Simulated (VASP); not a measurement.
## HfO2: single point with r2SCAN

Crystal: HfO2.

```
Hf O
1.0
     0.00000    2.52918    2.52918
     2.52918    0.00000    2.52918
     2.52918    2.52918    0.00000
Hf O
1 2
Direct
  0.00000 0.00000 0.00000
  0.25000 0.25000 0.25000
  0.75000 0.75000 0.75000
```

```yaml
Program: VASP 6.6.1
Task: single point
Functional: r2SCAN
Potentials_or_basis: VASP PAW PBE potentials, release 64 (Hf_pv, O)
Cutoff: 520 eV
k_mesh: 6 × 6 × 6
Occupations: gaussian, width 0.01 eV
Spin: no spin polarisation
```

```yaml
Pressure: -4.0 GPa
Band_gap_on_the_k_mesh: 4.31 eV, direct
```

Levels at points of the mesh, in eV from the valence-band top:
```
           k point  band 7  band 8  band 9  band 10  band 11  band 12  band 13  band 14  band 15  band 16
(0.00, 0.00, 0.00)   -5.48   -5.48   -0.64    -0.64    -0.64     4.42     4.42     6.52    11.09    11.09
(0.50, 0.00, 0.00)   -4.40   -3.08   -2.82    -1.90    -1.90     5.12     5.12     7.56     9.64    10.02
(0.50, 0.50, 0.00)   -3.60   -3.60   -1.57    -1.57     0.00     4.31     6.05     7.24     8.73     8.73
```

Run time: 52 s on 1 thread of Intel(R) Xeon(R) Platinum 8124M CPU @ 3.00GHz (Skylake/Cascade Lake), with other jobs on the host, peak memory 0.17 GiB.

Caveat: the PAW data sets were made with another functional, which shifts forces and pressure a little; spin-orbit coupling is left out, which moves the levels of the heavy elements. r2SCAN opens gaps a little over a GGA but as a rule still falls short of measured ones.
